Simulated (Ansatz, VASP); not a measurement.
C in VASP and in Ansatz

```
CELL_PARAMETERS angstrom
2.50317 0.00000 0.00000
-1.25159 2.16781 0.00000
0.00000 0.00000 12.42609
ATOMIC_POSITIONS crystal
C 0.00000 0.00000 0.99968
C 0.00000 0.00000 0.12532
C 0.33333 0.66667 0.16697
C 0.33333 0.66667 0.29060
C 0.66667 0.33333 0.33229
C 0.66667 0.33333 0.45780
C 0.33333 0.66667 0.49980
C 0.33333 0.66667 0.62520
C 0.66667 0.33333 0.66720
C 0.66667 0.33333 0.79271
C 0.33333 0.66667 0.83440
C 0.33333 0.66667 0.95803
```

Alike in both runs: functional PBEsol; k mesh 12 × 12 × 2; occupations gaussian, width 0.02 eV; no spin polarisation.

Ansatz relaxed the structure, and its values are those at the end. VASP's run is a single point on that final structure, the one shown.

|  | VASP | Ansatz |
| --- | --- | --- |
| version | VASP 6.6.1 | Ansatz 0.2.0 |
| potentials or method | VASP PAW PBE potentials, release 64 (C), cutoff 520 eV | scalar-relativistic, plane waves, PAW |
| valence electrons in the cell | 48 | 48 |

Ansatz gave:

| Quantity | Value |
| --- | --- |
| gap on the k mesh at the Fermi level (eV) | 4.00 |
| least direct gap on the mesh (eV) | 5.14 |
| pressure (GPa) | 0.0 |

**Question.** Which values does VASP return?

**Answer.** gap on the k mesh at the Fermi level (eV): 3.99; least direct gap on the mesh (eV): 5.13; pressure (GPa): 1.1.

VASP's potentials were made for PBE, not for PBEsol. The functional is the same, so the differences come from potentials, cutoffs and numerics.
